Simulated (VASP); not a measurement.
# GaAs (F-43m) in VASP: a series of runs

GaAs is run at these levels: LDA; tasks: single point, relaxation of cell and atoms.

Program: VASP 6.6.1. These are calculated values, not measurements. Logs are shortened: lines on timing, memory, paths and dates and some standing lists are left out, and cuts for length are marked.

## Step 1: The cell of the first run

Symmetry: F-43m, No. 216, cubic system. The conventional cell has a = 5.602 Å, b = 5.602 Å, c = 5.602 Å, α = 90.00°, β = 90.00°, γ = 90.00°. Within 3.2 Å of Ga (site symmetry -43m) lie 4 As at 2.43 Å. As (site symmetry -43m) has 4 Ga at 2.43 Å within 3.2 Å.

## Step 2: Single point, LDA

INCAR reads:

```
PREC     = Accurate       # precision mode
ENCUT    = 500            # plane-wave cutoff, eV
EDIFF    = 1E-6           # SCF threshold, eV
ISMEAR   = 0              # smearing method
SIGMA    = 0.02           # smearing width, eV
LREAL    = False          # projectors in reciprocal space
LASPH    = True           # aspherical terms in the spheres
NELM     = 120            # most SCF steps
ALGO     = Normal         # electronic algorithm
ISIF     = 2              # what is computed and relaxed
LWAVE    = False          # write WAVECAR
LCHARG   = False          # write CHGCAR
GGA      = CA             # functional
NBANDS   = 16             # bands
GGA_COMPAT= False
```

KPOINTS reads:

```
Automatic mesh
0
Gamma
  7 7 7
```

POSCAR reads:

```
GaAs
1.0
    0.0000000000      2.8007636761      2.8007636761
    2.8007636761      0.0000000000      2.8007636761
    2.8007636761      2.8007636761      0.0000000000
Ga As
1 1
Direct
    0.0000000000      0.0000000000      0.0000000000
    0.2500000000      0.2500000000      0.2500000000
```

Potentials or basis: VASP PAW LDA potentials, release 64 (Ga_d, As).

Started as:

```sh
$ cat potpaw_LDA.64/Ga_d/POTCAR potpaw_LDA.64/As/POTCAR > POTCAR
$ mpirun -np 1 vasp_std > vasp.out
```

OUTCAR:

```text
PREC = Accurate
   ENCUT = 500
   EDIFF = 1E-6
   ISMEAR = 0
   LREAL = False
   LASPH = True
   NELM = 120
   ISIF = 2
   GGA = CA

 ion  position               nearest neighbor table
   1  0.000  0.000  0.000-   2 2.43   2 2.43   2 2.43   2 2.43
   2  0.250  0.250  0.250-   1 2.43   1 2.43   1 2.43   1 2.43

  LATTYP: Found a face centered cubic cell.
 ALAT       =     5.6015273522

  Lattice vectors:

 A1 = (   0.0000000000,   2.8007636761,   2.8007636761)
 A2 = (   2.8007636761,   0.0000000000,   2.8007636761)
 A3 = (   2.8007636761,   2.8007636761,   0.0000000000)

Analysis of symmetry for initial positions (statically):
=====================================================================
 Subroutine PRICEL returns:
 Original cell was already a primitive cell.

 Routine SETGRP: Setting up the symmetry group for a
 face centered cubic supercell.

 Subroutine GETGRP returns: Found 24 space group operations
 (whereof 24 operations were pure point group operations)
 out of a pool of 48 trial point group operations.

The static configuration has the point symmetry T_d .

Analysis of symmetry for dynamics (positions and initial velocities):
=====================================================================
 Subroutine PRICEL returns:
 Original cell was already a primitive cell.

 Routine SETGRP: Setting up the symmetry group for a
 face centered cubic supercell.

 Subroutine GETGRP returns: Found 24 space group operations
 (whereof 24 operations were pure point group operations)
 out of a pool of 48 trial point group operations.

The dynamic configuration has the point symmetry T_d .

 Subroutine INISYM returns: Found 24 space group operations
 (whereof 24 operations are pure point group operations),
 and found     1 'primitive' translations

----------------------------------------------------------------------------------------

                                     Primitive cell

  volume of cell :      43.9399

  direct lattice vectors                    reciprocal lattice vectors
     0.000000000  2.800763676  2.800763676    -0.178522738  0.178522738  0.178522738
     2.800763676  0.000000000  2.800763676     0.178522738 -0.178522738  0.178522738
     2.800763676  2.800763676  0.000000000     0.178522738  0.178522738 -0.178522738

  length of vectors
     3.960877976  3.960877976  3.960877976     0.309210453  0.309210453  0.309210453

  position of ions in fractional coordinates (direct lattice)
     0.000000000  0.000000000  0.000000000
     0.250000000  0.250000000  0.250000000

  ion indices of the primitive-cell ions
   primitive index   ion index
                 1           1
                 2           2

----------------------------------------------------------------------------------------

 KPOINTS: Automatic mesh

Automatic generation of k-mesh.
 Grid dimensions read from file:
 generate k-points for:    7    7    7

 Generating k-lattice:

  Cartesian coordinates                     Fractional coordinates (reciprocal lattice)
    -0.025503248  0.025503248  0.025503248     0.142857143  0.000000000  0.000000000
     0.025503248 -0.025503248  0.025503248     0.000000000  0.142857143  0.000000000
     0.025503248  0.025503248 -0.025503248     0.000000000  0.000000000  0.142857143

  Length of vectors
     0.044172922  0.044172922  0.044172922

  Shift w.r.t. Gamma in fractional coordinates (k-lattice)
     0.000000000  0.000000000  0.000000000

 Subroutine IBZKPT returns following result:
 ===========================================

 Found     20 irreducible k-points:

 Following reciprocal coordinates:
            Coordinates               Weight
  0.000000  0.000000  0.000000      1.000000
  0.142857  0.000000  0.000000      8.000000
  0.285714  0.000000  0.000000      8.000000
  0.428571  0.000000  0.000000      8.000000
  0.142857  0.142857  0.000000      6.000000
  0.285714  0.142857  0.000000     24.000000
[... 12 lines left out ...]
 -0.428571  0.428571  0.142857     24.000000
 -0.285714  0.428571  0.142857     24.000000
   k-points           NKPTS =     20   k-points in BZ     NKDIM =     20   number of bands    NBANDS=     16
   number of dos      NEDOS =    301   number of ions     NIONS =      2
   total plane-waves  NPLWV =  27000
   dimension x,y,z NGX =    30 NGY =   30 NGZ =   30
   dimension x,y,z NGXF=    60 NGYF=   60 NGZF=   60
   ions per type =               1   1
   NGX,Y,Z   is equivalent  to a cutoff of  12.59, 12.59, 12.59 a.u.
   NGXF,Y,Z  is equivalent  to a cutoff of  25.18, 25.18, 25.18 a.u.
 SYSTEM =  unknown system
   PREC   = accura    normal or accurate (medium, high low for compatibility)
   ISTART =      0    job   : 0-new  1-cont  2-samecut
   ICHARG =      2    charge: 1-file 2-atom 10-const
   ISPIN  =      1    spin polarized calculation?
   LNONCOLLINEAR =      F non collinear calculations
   LSORBIT =      F    spin-orbit coupling
   LASPH  =      T    aspherical Exc in radial PAW
   ENCUT  =  500.0 eV  36.75 Ry    6.06 a.u.   7.22  7.22  7.22*2*pi/ulx,y,z
   NELM   =    120;   NELMIN=  2; NELMDL= -5     # of ELM steps
   EDIFF  = 0.1E-05   stopping-criterion for ELM
   LREAL  =      F    real-space projection
   EDIFFG = 0.1E-04   stopping-criterion for IOM
   NSW    =      0    number of steps for IOM
   IBRION =     -1    ionic relax: 0-MD 1-quasi-New 2-CG
   NFREE  =      0    steps in history (QN), initial steepest desc. (CG)
   ISIF   =      2    stress and relaxation
   ISYM   =      2    0-nonsym 1-usesym 2-fastsym
   POTIM  = 0.5000    time-step for ionic-motion
   TEBEG  =    0.0;   TEEND  =   0.0 temperature during run
   PSTRESS=    0.0 pullay stress
   NELECT =      18.0000    total number of electrons
   NUPDOWN=      -1.0000    fix difference up-down
   EMIN   =  10.00;   EMAX   =-10.00  energy-range for DOS
   EFERMI =   0.00;   METHOD = LEGACY
   ISMEAR =     0;   SIGMA  =   0.02  broadening in eV -4-tet -1-fermi 0-gaus
   EFERMI_NEDOS =   21; number of points for ismear=-14 and -15
   IALGO  =     38    algorithm
   IMIX   =      4    mixing-type and parameters
     AMIX     =   0.40;   BMIX     =  1.00
     AMIX_MAG =   1.60;   BMIX_MAG =  1.00
  volume/ion in A,a.u.               =      21.97       148.26
  Fermi-wavevector in a.u.,A,eV,Ry     =   1.215848  2.297619 20.113299  1.478286
  Thomas-Fermi vector in A             =   2.351221
   LORBIT       =      0    0 simple, 1 ext, 2 COOP (PROOUT), +10 PAW based schemes
   GGA     = CA    functional components
   LHFCALC =     F    Hartree Fock is set to
   AEXX    =    0.0000 exact exchange contribution
   IVDW    =     0    specifies the selected vdW correction
   LEPSILON=     F    determine dielectric tensor
   LRPA    =     F    only Hartree local field effects (RPA)
 non-spin polarized calculation
 Gauss-broadening in eV      SIGMA  =   0.02
  energy-cutoff  :      500.00
  volume of cell :       43.94
 maximum number of plane-waves:      1139
 NGX is ok and might be reduce to    30
   NGX = 15   NGY = 15   NGZ = 15

 number of electron      18.0000013 magnetization

 Free energy of the ion-electron system (eV)
  ---------------------------------------------------
  ext. energy  EPLUGINS =         0.00000000
  ---------------------------------------------------
  free energy    TOTEN  =        -9.63031755 eV

  energy without entropy =       -9.63031755  energy(sigma->0) =       -9.63031755

 E-fermi :   4.1921     XC(G=0): -10.0344

 val. band max:        4.0744720890   @ k =   0.0000   0.0000   0.0000
 cond. band min:       4.6151760849   @ k =   0.0000   0.0000   0.0000
 fundamental gap:      0.5407039959
 Fermi energy:         4.1921154970

 k-point     1 :       0.0000    0.0000    0.0000
  band No.  band energies     occupation
      1     -10.9129      2.00000
      2     -10.9129      2.00000
      3     -10.9129      2.00000
      4     -10.8279      2.00000
      5     -10.8279      2.00000
      6      -8.8934      2.00000
[... 8 lines left out ...]
     15      14.3129      0.00000
     16      14.3129      0.00000

 k-point     2 :       0.1429    0.0000    0.0000
  band No.  band energies     occupation
      1     -10.9316      2.00000
      2     -10.9080      2.00000
      3     -10.9080      2.00000
      4     -10.8282      2.00000
      5     -10.8282      2.00000
      6      -8.6468      2.00000
[... 8 lines left out ...]
     15      13.2585      0.00000
     16      13.2585      0.00000

 k-point     3 :       0.2857    0.0000    0.0000
  band No.  band energies     occupation
      1     -10.9687      2.00000
      2     -10.8984      2.00000
      3     -10.8984      2.00000
      4     -10.8271      2.00000
      5     -10.8271      2.00000
      6      -7.9747      2.00000
[... 8 lines left out ...]
     15      13.3245      0.00000
     16      13.3245      0.00000

 k-point     4 :       0.4286    0.0000    0.0000
  band No.  band energies     occupation
      1     -10.9950      2.00000
      2     -10.8927      2.00000
      3     -10.8927      2.00000
      4     -10.8244      2.00000
      5     -10.8244      2.00000
      6      -7.1943      2.00000
[... 8 lines left out ...]
     15      15.1462      0.00000
     16      15.1462      0.00000
[... 248 lines left out ...]
 k-point    18 :      -0.4286    0.2857    0.1429
  band No.  band energies     occupation
      1     -11.0075      2.00000
      2     -10.8850      2.00000
      3     -10.8756      2.00000
      4     -10.8357      2.00000
      5     -10.8235      2.00000
      6      -6.7216      2.00000
[... 8 lines left out ...]
     15      15.2531      0.00000
     16      16.5553      0.00000

 k-point    19 :      -0.4286    0.4286    0.1429
  band No.  band energies     occupation
      1     -11.0201      2.00000
      2     -10.8737      2.00000
      3     -10.8660      2.00000
      4     -10.8457      2.00000
      5     -10.8191      2.00000
      6      -6.4267      2.00000
[... 8 lines left out ...]
     15      16.1379      0.00000
     16      17.6489      0.00000

 k-point    20 :      -0.2857    0.4286    0.1429
  band No.  band energies     occupation
      1     -11.0166      2.00000
      2     -10.8798      2.00000
      3     -10.8667      2.00000
      4     -10.8398      2.00000
      5     -10.8235      2.00000
      6      -6.2848      2.00000
[... 8 lines left out ...]
     15      15.5791      0.00000
     16      17.9001      0.00000

------------------------ aborting loop because EDIFF is reached ----------------------------------------

  FORCE on cell =-STRESS in cart. coord.  units (eV):
  Direction    XX          YY          ZZ          XY          YZ          ZX
  --------------------------------------------------------------------------------------
  -------------------------------------------------------------------------------------
  Total        0.0956887      0.0956887      0.0956887     -0.0000000      0.0000000      0.0000000
  in kB        3.4890857      3.4890857      3.4890857     -0.0000000      0.0000000      0.0000000
  external PRESSURE =       3.4890857 kB  Pullay stress =       0.0000000 kB

 VOLUME and BASIS-vectors are now :
 -----------------------------------------------------------------------------
  energy-cutoff  :      500.00
  volume of cell :       43.94
      direct lattice vectors                 reciprocal lattice vectors
     0.000000000  2.800763676  2.800763676    -0.178522738  0.178522738  0.178522738
     2.800763676  0.000000000  2.800763676     0.178522738 -0.178522738  0.178522738
     2.800763676  2.800763676  0.000000000     0.178522738  0.178522738 -0.178522738

 POSITION                                       TOTAL-FORCE (eV/Angst)
 -----------------------------------------------------------------------------------
      0.00000      0.00000      0.00000         0.000000      0.000000     -0.000000
      1.40038      1.40038      1.40038        -0.000000     -0.000000      0.000000
 -----------------------------------------------------------------------------------
    total drift:                               -0.000000     -0.000000     -0.000000

  FREE ENERGIE OF THE ION-ELECTRON SYSTEM (eV)
  ---------------------------------------------------
  free  energy   TOTEN  =        -9.6303175509 eV

  energy  without entropy=       -9.6303175509  energy(sigma->0) =       -9.63031755
```

Run time: 18 s. Hardware: 1 thread of Intel Xeon Platinum 8259CL at 2.50GHz (Skylake/Cascade Lake), shared host; peak memory 0.15 GiB.

Results:

```yaml
Free_energy: -9.6303 eV
Pressure: 0.3 GPa
Band_gap_on_the_k_mesh: 0.54 eV
```

Levels at points of the mesh, in eV from the valence-band top:
| k point | band 5 | band 6 | band 7 | band 8 | band 9 | band 10 | band 11 | band 12 | band 13 | band 14 |
| --- | --- | --- | --- | --- | --- | --- | --- | --- | --- | --- |
| (0.00, 0.00, 0.00) | -14.90 | -12.97 | 0.00 | 0.00 | 0.00 | 0.54 | 3.68 | 3.68 | 3.68 | 7.43 |

Caveat: an odd mesh through Γ misses points on the zone boundary, where band edges can lie.

(Continued in part 2 of 2.)
